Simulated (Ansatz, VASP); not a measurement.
# Pb: VASP beside Ansatz

INCAR

```
  PREC = Accurate
  ENCUT = 520
  EDIFF = 1E-8
  ISMEAR = -1
  SIGMA = 0.05
  LREAL = F
  LASPH = T
  NELM = 80
  ALGO = Normal
  ISIF = 2
  LWAVE = F
  LCHARG = F
  GGA = PS
  LEFG = T
  NBANDS = 21
```

The input KPOINTS:

```
regular mesh
0
Gamma
  12 12 7
```

File POSCAR:

```
Pb
1.0
    3.5148006975      0.0000000000      0.0000000000
   -1.7574003488      3.0439066932      0.0000000000
    0.0000000000      0.0000000000      5.5900000000
Pb
2
Direct
    0.3333333333      0.6666666667      0.2500000000
    0.6666666667      0.3333333333      0.7500000000
```

Input for Ansatz:

```yaml
crystal:
  lattice:
    - [3.5148006975, 0.0, 0.0]
    - [-1.7574003488, 3.0439066932, 0.0]
    - [0.0, 0.0, 5.59]
  atoms:
    - { symbol: Pb, position: [0.3333333333, 0.6666666667, 0.25] }
    - { symbol: Pb, position: [0.6666666667, 0.3333333333, 0.75] }
kpoints:
  mp_grid: { grid: [12, 12, 7] }
scf:
  occupations: { method: fermi_dirac, width: 0.05 }
hamiltonian:
  xc: pbesol
  pseudopotentials: { kind: paw }
output:
  forces: true
  stress: true
  eigenvalues: true
  efg: { contact_densities: true }
```

Change from the starting cell: equal xx and yy strain of +1 %, PAW files.

Alike in both runs: task electric field gradients; functional PBEsol; k mesh 12 × 12 × 7; occupations fermi-dirac, width 0.05 eV; no spin polarisation.

|  | VASP | Ansatz |
| --- | --- | --- |
| version | VASP 6.6.1 | Ansatz 0.2.0 |
| potentials or method | VASP PAW PBE potentials, release 64 (Pb_d) | PAW with Ansatz's default frozen-core files, scalar-relativistic |
| plane-wave cutoff (eV) | 520 | 420 |
| valence electrons in the cell | 28 | 28 |

```csv
,VASP,Ansatz,Ansatz less VASP
pressure (GPa),-0.2,-0.1,+0.07
"traceless stress, the component that is largest in VASP (GPa)",0.24,0.23,-0.014
size of Vzz on the site where it differs most (V/Å²),12.3,10.7,-1.65
```

VASP's potentials were made for PBE, not for PBEsol.

Neither program's run includes spin-orbit coupling.
